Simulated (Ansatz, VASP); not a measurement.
## Two plane-wave programs on GaN

```
CELL_PARAMETERS angstrom
-0.00750 2.24146 2.24146
2.24146 -0.00750 2.24146
2.24146 2.24146 -0.00750
ATOMIC_POSITIONS crystal
Ga 0.99975 0.99975 0.99975
N 0.25025 0.25025 0.25025
```

Change from the starting cell: shear_111 strain -0.5%.

Alike in both runs: task single point; functional PBE; k mesh 10 × 10 × 10; occupations fermi-dirac, width 0.02 eV; no spin polarisation.

```csv
,VASP,Ansatz
version,VASP 6.6.1,Ansatz 0.2.0
potentials or method,"VASP PAW PBE potentials, release 64 (Ga_d, N)","plane waves, PAW"
plane-wave cutoff (eV),520,420
valence electrons in the cell,18,18
```

```csv
,VASP,Ansatz,Ansatz less VASP
gap on the k mesh at the Fermi level (eV),1.77,1.77,-0.008
pressure (GPa),7.3,7.2,-0.05
"traceless stress, the component that is largest in VASP (GPa)",0.52,0.52,-0.002
```

The functional is the same, so the differences come from potentials, cutoffs and numerics.
